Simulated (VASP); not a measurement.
# Rh (P6_3/mmc) in VASP: further runs

Rh is run at these levels: PBE; tasks: single point.

Everything below comes from runs of VASP 6.6.1. Logs are shortened: lines on timing, memory, paths and dates and some standing lists are left out, and cuts for length are marked.

## 1. The cell of the first run

The structure is hexagonal, space group P6_3/mmc (No. 194). Conventional cell: a = 2.725 Å, b = 2.725 Å, c = 4.385 Å, α = 90.00°, β = 90.00°, γ = 120.00°. Within 3.6 Å of Rh (site symmetry -6m2) lie 12 Rh at 2.70 to 2.72 Å.

This isn't the form of Rh at room conditions, which is fcc.

## 2. Single point, PBE (14.10 Å³/atom)

File INCAR:

```
SYSTEM = Rh
PREC     = Accurate       ! precision mode
ENCUT    = 500            ! plane-wave cutoff, eV
EDIFF    = 1E-6           ! SCF threshold, eV
ISMEAR   = 0              ! smearing method
SIGMA    = 0.15           ! smearing width, eV
LREAL    = .False.        ! projectors in reciprocal space
LASPH    = .True.         ! aspherical terms in the spheres
NELM     = 120            ! most SCF steps
ALGO     = Normal         ! electronic algorithm
ISIF     = 2              ! what is computed and relaxed
LWAVE    = .False.        ! write WAVECAR
LCHARG   = .False.        ! write CHGCAR
GGA      = PE             ! functional
NBANDS   = 22             ! bands
GGA_COMPAT= .False.
```

File KPOINTS:

```
regular mesh
0
Gamma
  21 21 12
  0 0 0
```

File POSCAR:

```
Rh
1.0
    2.7248648789      0.0000000000      0.0000000000
   -1.3624324395      2.3598022070      0.0000000000
    0.0000000000      0.0000000000      4.3851186793
Rh
2
Direct
    0.6666666667      0.3333333333      0.7500000000
    0.3333333333      0.6666666667      0.2500000000
```

Potentials or basis: VASP PAW PBE potentials, release 64 (Rh_pv).

Run with:

```
$ cat potpaw_PBE.64/Rh_pv/POTCAR > POTCAR
$ mpirun -np 1 vasp_std > vasp.out
```

OUTCAR:

```text
SYSTEM = Rh
   PREC = Accurate
   ENCUT = 500
   EDIFF = 1E-6
   ISMEAR = 0
   LREAL = .False.
   LASPH = .True.
   NELM = 120
   ISIF = 2
   GGA = PE

 ion  position               nearest neighbor table
   1  0.667  0.333  0.750-   2 2.70   2 2.70   2 2.70   2 2.70   2 2.70   2 2.70
   2  0.333  0.667  0.250-   1 2.70   1 2.70   1 2.70   1 2.70   1 2.70   1 2.70

  LATTYP: Found a hexagonal cell.
 ALAT       =     2.7248648789
 C/A-ratio  =     1.6092976622

  Lattice vectors:

 A1 = (   2.7248648789,   0.0000000000,   0.0000000000)
 A2 = (  -1.3624324395,   2.3598022070,   0.0000000000)
 A3 = (   0.0000000000,   0.0000000000,   4.3851186793)

Analysis of symmetry for initial positions (statically):
=====================================================================
 Subroutine PRICEL returns:
 Original cell was already a primitive cell.

 Routine SETGRP: Setting up the symmetry group for a
 hexagonal supercell.

 Subroutine GETGRP returns: Found 24 space group operations
 (whereof 12 operations were pure point group operations)
 out of a pool of 24 trial point group operations.

The static configuration has the point symmetry D_3d.
 The point group associated with its full space group is D_6h.

Analysis of symmetry for dynamics (positions and initial velocities):
=====================================================================
 Subroutine PRICEL returns:
 Original cell was already a primitive cell.

 Routine SETGRP: Setting up the symmetry group for a
 hexagonal supercell.

 Subroutine GETGRP returns: Found 24 space group operations
 (whereof 12 operations were pure point group operations)
 out of a pool of 24 trial point group operations.

The dynamic configuration has the point symmetry D_3d.
 The point group associated with its full space group is D_6h.

 Subroutine INISYM returns: Found 24 space group operations
 (whereof 12 operations are pure point group operations),
 and found     1 'primitive' translations

----------------------------------------------------------------------------------------

                                     Primitive cell

  volume of cell :      28.1969

  direct lattice vectors                    reciprocal lattice vectors
     2.724864879  0.000000000  0.000000000     0.366990675  0.211882165  0.000000000
    -1.362432440  2.359802207  0.000000000     0.000000000  0.423764329  0.000000000
     0.000000000  0.000000000  4.385118679     0.000000000  0.000000000  0.228043999

  length of vectors
     2.724864879  2.724864879  4.385118679     0.423764330  0.423764329  0.228043999

  position of ions in fractional coordinates (direct lattice)
     0.666666667  0.333333333  0.750000000
     0.333333333  0.666666667  0.250000000

  ion indices of the primitive-cell ions
   primitive index   ion index
                 1           1
                 2           2

----------------------------------------------------------------------------------------

 KPOINTS: regular mesh

Automatic generation of k-mesh.
 Grid dimensions read from file:
 generate k-points for:   21   21   12

 Generating k-lattice:

  Cartesian coordinates                     Fractional coordinates (reciprocal lattice)
     0.017475746  0.010089627  0.000000000     0.047619048  0.000000000  0.000000000
     0.000000000  0.020179254  0.000000000     0.000000000  0.047619048  0.000000000
     0.000000000  0.000000000  0.019003667     0.000000000  0.000000000  0.083333333

  Length of vectors
     0.020179254  0.020179254  0.019003667

  Shift w.r.t. Gamma in fractional coordinates (k-lattice)
     0.000000000  0.000000000  0.000000000

 Subroutine IBZKPT returns following result:
 ===========================================

 Found    336 irreducible k-points:

 Following reciprocal coordinates:
            Coordinates               Weight
  0.000000  0.000000  0.000000      1.000000
  0.047619  0.000000  0.000000      6.000000
  0.095238  0.000000  0.000000      6.000000
  0.142857  0.000000  0.000000      6.000000
  0.190476  0.000000  0.000000      6.000000
  0.238095  0.000000  0.000000      6.000000
[... 16 lines left out ...]
  0.142857  0.095238  0.000000     12.000000
  0.190476  0.095238  0.000000     12.000000
 [... further k-points ...]
   k-points           NKPTS =    336   k-points in BZ     NKDIM =    336   number of bands    NBANDS=     22
   number of dos      NEDOS =    301   number of ions     NIONS =      2
   total plane-waves  NPLWV =  12800
   dimension x,y,z NGX =    20 NGY =   20 NGZ =   32
   dimension x,y,z NGXF=    40 NGYF=   40 NGZF=   64
   ions per type =               2
   NGX,Y,Z   is equivalent  to a cutoff of  12.20, 12.20, 12.13 a.u.
   NGXF,Y,Z  is equivalent  to a cutoff of  24.40, 24.40, 24.26 a.u.
 SYSTEM =  Rh
   PREC   = accura    normal or accurate (medium, high low for compatibility)
   ISTART =      0    job   : 0-new  1-cont  2-samecut
   ICHARG =      2    charge: 1-file 2-atom 10-const
   ISPIN  =      1    spin polarized calculation?
   LNONCOLLINEAR =      F non collinear calculations
   LSORBIT =      F    spin-orbit coupling
   LASPH  =      T    aspherical Exc in radial PAW
   ENCUT  =  500.0 eV  36.75 Ry    6.06 a.u.   4.97  4.97  8.00*2*pi/ulx,y,z
   NELM   =    120;   NELMIN=  2; NELMDL= -5     # of ELM steps
   EDIFF  = 0.1E-05   stopping-criterion for ELM
   LREAL  =      F    real-space projection
   EDIFFG = 0.1E-04   stopping-criterion for IOM
   NSW    =      0    number of steps for IOM
   IBRION =     -1    ionic relax: 0-MD 1-quasi-New 2-CG
   NFREE  =      0    steps in history (QN), initial steepest desc. (CG)
   ISIF   =      2    stress and relaxation
   ISYM   =      2    0-nonsym 1-usesym 2-fastsym
   POTIM  = 0.5000    time-step for ionic-motion
   TEBEG  =    0.0;   TEEND  =   0.0 temperature during run
   PSTRESS=    0.0 pullay stress
   NELECT =      30.0000    total number of electrons
   NUPDOWN=      -1.0000    fix difference up-down
   EMIN   =  10.00;   EMAX   =-10.00  energy-range for DOS
   EFERMI =   0.00;   METHOD = LEGACY
   ISMEAR =     0;   SIGMA  =   0.15  broadening in eV -4-tet -1-fermi 0-gaus
   EFERMI_NEDOS =   21; number of points for ismear=-14 and -15
   IALGO  =     38    algorithm
   IMIX   =      4    mixing-type and parameters
     AMIX     =   0.40;   BMIX     =  1.00
     AMIX_MAG =   1.60;   BMIX_MAG =  1.00
  volume/ion in A,a.u.               =      14.10        95.14
  Fermi-wavevector in a.u.,A,eV,Ry     =   1.671275  3.158252 38.003255  2.793160
  Thomas-Fermi vector in A             =   2.756626
   LORBIT       =      0    0 simple, 1 ext, 2 COOP (PROOUT), +10 PAW based schemes
   GGA     = PE    functional components
   LHFCALC =     F    Hartree Fock is set to
   AEXX    =    0.0000 exact exchange contribution
   IVDW    =     0    specifies the selected vdW correction
   LEPSILON=     F    determine dielectric tensor
   LRPA    =     F    only Hartree local field effects (RPA)
 non-spin polarized calculation
 Gauss-broadening in eV      SIGMA  =   0.15
  energy-cutoff  :      500.00
  volume of cell :       28.20
 maximum number of plane-waves:       744
 NGX is ok and might be reduce to    20
   NGX =  9   NGY =  9   NGZ = 15

 number of electron      30.0000018 magnetization

 Free energy of the ion-electron system (eV)
  ---------------------------------------------------
  ext. energy  EPLUGINS =         0.00000000
  ---------------------------------------------------
  free energy    TOTEN  =       -14.46081407 eV

  energy without entropy =      -14.42305352  energy(sigma->0) =      -14.44193379

 E-fermi :  11.5439     XC(G=0): -13.8686

 val. band max:       11.5409194818   @ k =   0.3333   0.3333   0.1667
 cond. band min:      11.5453899445   @ k =   0.1429   0.0476   0.3333
 fundamental gap:      0.0044704627
 Fermi energy:        11.5438603476

 k-point     1 :       0.0000    0.0000    0.0000
  band No.  band energies     occupation
      1     -35.5728      2.00000
      2     -34.9651      2.00000
      3     -34.9651      2.00000
      4     -34.8772      2.00000
      5     -34.8637      2.00000
      6     -34.8637      2.00000
[... 14 lines left out ...]
     21      29.7123      0.00000
     22      30.2385      0.00000

 k-point     2 :       0.0476    0.0000    0.0000
  band No.  band energies     occupation
      1     -35.5680      2.00000
      2     -34.9760      2.00000
      3     -34.9687      2.00000
      4     -34.8793      2.00000
      5     -34.8750      2.00000
      6     -34.8654      2.00000
[... 14 lines left out ...]
     21      29.8006      0.00000
     22      30.3019      0.00000

 k-point     3 :       0.0952    0.0000    0.0000
  band No.  band energies     occupation
      1     -35.5536      2.00000
      2     -35.0075      2.00000
      3     -34.9790      2.00000
      4     -34.9077      2.00000
      5     -34.8856      2.00000
      6     -34.8704      2.00000
[... 14 lines left out ...]
     21      30.0431      0.00000
     22      30.3291      0.00000

 k-point     4 :       0.1429    0.0000    0.0000
  band No.  band energies     occupation
      1     -35.5304      2.00000
      2     -35.0570      2.00000
      3     -34.9950      2.00000
      4     -34.9586      2.00000
      5     -34.8961      2.00000
      6     -34.8785      2.00000
[... 14 lines left out ...]
     21      30.0434      0.00000
     22      30.3341      0.00000

 k-point     5 :       0.1905    0.0000    0.0000
  band No.  band energies     occupation
      1     -35.4995      2.00000
      2     -35.1202      2.00000
      3     -35.0225      2.00000
      4     -35.0148      2.00000
      5     -34.9108      2.00000
      6     -34.8891      2.00000
[... 14 lines left out ...]
     21      29.7407      0.00000
     22      30.0131      0.00000

 k-point     6 :       0.2381    0.0000    0.0000
  band No.  band energies     occupation
      1     -35.4623      2.00000
      2     -35.1914      2.00000
      3     -35.0932      2.00000
      4     -35.0367      2.00000
      5     -34.9297      2.00000
      6     -34.9015      2.00000
[... 14 lines left out ...]
     21      28.5252      0.00000
     22      29.0594      0.00000

 k-point     7 :       0.2857    0.0000    0.0000
  band No.  band energies     occupation
      1     -35.4208      2.00000
      2     -35.2643      2.00000
      3     -35.1644      2.00000
      4     -35.0588      2.00000
      5     -34.9525      2.00000
      6     -34.9144      2.00000
[... 324 lines left out ...]
      6     -34.9546      2.00000
[... 14 lines left out ...]
     21      24.2987      0.00000
     22      25.9285      0.00000

 k-point    21 :       0.4762    0.0476    0.0000
  band No.  band energies     occupation
      1     -35.4520      2.00000
      2     -35.3424      2.00000
      3     -35.2723      2.00000
      4     -35.1209      2.00000
      5     -35.0512      2.00000
      6     -34.9567      2.00000
[... 14 lines left out ...]
     21      24.1185      0.00000
     22      25.6110      0.00000

 k-point    22 :       0.0952    0.0952    0.0000
  band No.  band energies     occupation
      1     -35.5169      2.00000
      2     -35.0760      2.00000
      3     -35.0291      2.00000
      4     -34.9643      2.00000
      5     -34.9024      2.00000
      6     -34.8898      2.00000
[... 14 lines left out ...]
     21      28.8886      0.00000
     22      30.5572      0.00000

 k-point    23 :       0.1429    0.0952    0.0000
  band No.  band energies     occupation
      1     -35.4866      2.00000
      2     -35.1297      2.00000
      3     -35.0791      2.00000
      4     -34.9956      2.00000
      5     -34.9172      2.00000
      6     -34.9051      2.00000
[... 14 lines left out ...]
     21      27.7760      0.00000
     22      29.9162      0.00000

 k-point    24 :       0.1905    0.0952    0.0000
  band No.  band energies     occupation
      1     -35.4502      2.00000
      2     -35.1938      2.00000
      3     -35.1345      2.00000
      4     -35.0282      2.00000
      5     -34.9361      2.00000
      6     -34.9212      2.00000
[... 14 lines left out ...]
     21      26.8990      0.00000
     22      29.0088      0.00000

 [... further k-points ...]
[... 5 lines left out ...]
  --------------------------------------------------------------------------------------
  -------------------------------------------------------------------------------------
  Total       -0.0093998     -0.0093998      0.0920551      0.0000000     -0.0000000     -0.0000000
  in kB       -0.5341072     -0.5341072      5.2306615      0.0000000     -0.0000000     -0.0000000
  external PRESSURE =       1.3874824 kB  Pullay stress =       0.0000000 kB

 VOLUME and BASIS-vectors are now :
 -----------------------------------------------------------------------------
  energy-cutoff  :      500.00
  volume of cell :       28.20
      direct lattice vectors                 reciprocal lattice vectors
     2.724864879  0.000000000  0.000000000     0.366990675  0.211882165  0.000000000
    -1.362432440  2.359802207  0.000000000     0.000000000  0.423764329  0.000000000
     0.000000000  0.000000000  4.385118679     0.000000000  0.000000000  0.228043999

 POSITION                                       TOTAL-FORCE (eV/Angst)
 -----------------------------------------------------------------------------------
      1.36243      0.78660      3.28884         0.000000     -0.000000      0.000000
     -0.00000      1.57320      1.09628        -0.000000      0.000000      0.000000
 -----------------------------------------------------------------------------------
    total drift:                               -0.000000      0.000000     -0.000000

  FREE ENERGIE OF THE ION-ELECTRON SYSTEM (eV)
  ---------------------------------------------------
  free  energy   TOTEN  =       -14.4608140659 eV

  energy  without entropy=      -14.4230535208  energy(sigma->0) =      -14.44193379
```

Run time: 2.7 min. Hardware: 1 thread of Oxide Virtual Turin-like, shared host; peak memory 0.22 GiB.

Results:

```
Free energy            : -14.4608 eV
Pressure               : 0.1 GPa
Band gap on the k mesh : zero (bands 15 and 16 overlap by 2.29 eV)
```

## 3. Single point, PBE (14.94 Å³/atom)

This run uses another cell than the first one, of 14.94 Å³/atom.

File INCAR:

```
PREC = Accurate
ENCUT = 500
EDIFF = 1E-6
ISMEAR = 0
SIGMA = 0.15
LREAL = False
LASPH = True
NELM = 120
ALGO = Normal
ISIF = 2
LWAVE = False
LCHARG = True
GGA = PE
LELF = True
LVHAR = True
NBANDS = 22
GGA_COMPAT = False
```

File KPOINTS:

```
Automatic mesh
0
Gamma
  21 21 12
```

File POSCAR:

```
Rh
1.0
    2.7782838484      0.0000000000      0.0000000000
   -1.3891419242      2.4060643917      0.0000000000
    0.0000000000      0.0000000000      4.4710857021
Rh
2
Direct
    0.6666666667      0.3333333333      0.7500000000
    0.3333333333      0.6666666667      0.2500000000
```

Potentials or basis: VASP PAW PBE potentials, release 64 (Rh_pv).

Run with:

```
$ cat potpaw_PBE.64/Rh_pv/POTCAR > POTCAR
$ mpirun -np 1 vasp_std > vasp.out
```

Run time: 3.2 min. Hardware: 1 thread of Oxide Virtual Turin-like, shared host; peak memory 0.24 GiB.

Results (log left out):

| Property | Result |
| --- | --- |
| Free energy | -14.3919 eV |
| Pressure | -12.6 GPa |
| Band gap on the k mesh | zero (bands 15 and 16 overlap by 2.07 eV) |

Levels at points of the mesh, in eV from the Fermi level:
| k point | band 12 | band 13 | band 14 | band 15 | band 16 | band 17 | band 18 | band 19 |
| --- | --- | --- | --- | --- | --- | --- | --- | --- |
| (0.00, 0.00, 0.00) | -2.20 | -2.20 | -1.71 | -1.71 | 0.12 | 0.12 | 0.88 | 7.91 |
| (0.00, 0.00, 0.50) | -2.77 | -2.77 | -2.77 | -0.39 | -0.39 | -0.39 | -0.39 | 14.48 |

Caveat: the cell stands under tension.

## 4. Single point, PBE (15.79 Å³/atom)

This run uses another cell than the first one, of 15.79 Å³/atom.

File INCAR:

```
SYSTEM = Rh
ALGO = Normal
EDIFF = 1E-6
ENCUT = 500
GGA = PE
GGA_COMPAT = .False.
ISIF = 2
ISMEAR = 0
LASPH = .True.
LCHARG = .False.
LREAL = .False.
LWAVE = .False.
NBANDS = 22
NELM = 120
PREC = Accurate
SIGMA = 0.15
```

File KPOINTS:

```
k-points
0
Gamma
  21 21 12
  0 0 0
```

File POSCAR:

```
Rh
1.0
    2.8297519717      0.0000000000      0.0000000000
   -1.4148759859      2.4506370939      0.0000000000
    0.0000000000      0.0000000000      4.5539132325
Rh
2
Direct
    0.6666666667      0.3333333333      0.7500000000
    0.3333333333      0.6666666667      0.2500000000
```

Run with:

```
$ cat potpaw_PBE.64/Rh_pv/POTCAR > POTCAR
$ mpirun -np 1 vasp_std > vasp.out
```

Run time: 3.2 min. Hardware: 1 thread of Oxide Virtual Turin-like, shared host; peak memory 0.25 GiB.

The run converged. Its results:

```
Free energy            : -14.2110 eV
Pressure               : -21.3 GPa
Band gap on the k mesh : zero (bands 15 and 16 overlap by 1.88 eV)
```

Stress tensor (GPa, compression positive):
```
-21.15   0.00   0.00
  0.00 -21.15   0.00
  0.00   0.00 -21.51
```

Levels at points of the mesh, in eV from the Fermi level:
| k point | band 11 | band 12 | band 13 | band 14 | band 15 | band 16 | band 17 | band 18 | band 19 | band 20 |
| --- | --- | --- | --- | --- | --- | --- | --- | --- | --- | --- |
| (0.00, 0.00, 0.00) | -2.43 | -2.01 | -2.01 | -1.57 | -1.57 | 0.11 | 0.11 | 0.96 | 7.43 | 15.77 |
| (0.00, 0.00, 0.50) | -2.53 | -2.53 | -2.53 | -2.53 | -0.36 | -0.36 | -0.36 | -0.36 | 14.13 | 14.13 |

Caveat: the cell stands under tension.

## 5. The runs side by side

| cell | gap on the mesh (eV) | pressure (GPa) |
| --- | --- | --- |
| a = 2.725, b = 2.725, c = 4.385 Å, angles 90.0, 90.0, 120.0°, 2 atoms | none | 0.1 |
| a = 2.778, b = 2.778, c = 4.471 Å, angles 90.0, 90.0, 120.0°, 2 atoms | none | -12.6 |
| a = 2.830, b = 2.830, c = 4.554 Å, angles 90.0, 90.0, 120.0°, 2 atoms | none | -21.3 |

Alike in all rows: task single point; level PBE; potentials or basis VASP PAW PBE potentials, release 64 (Rh_pv); no spin polarisation; k mesh 21 × 21 × 12; cutoff (eV) 500; smearing gaussian 0.15 eV.

Caveats: the cell stands under tension (at least some runs).

Absolute energies hang on the potentials; compare differences alone.
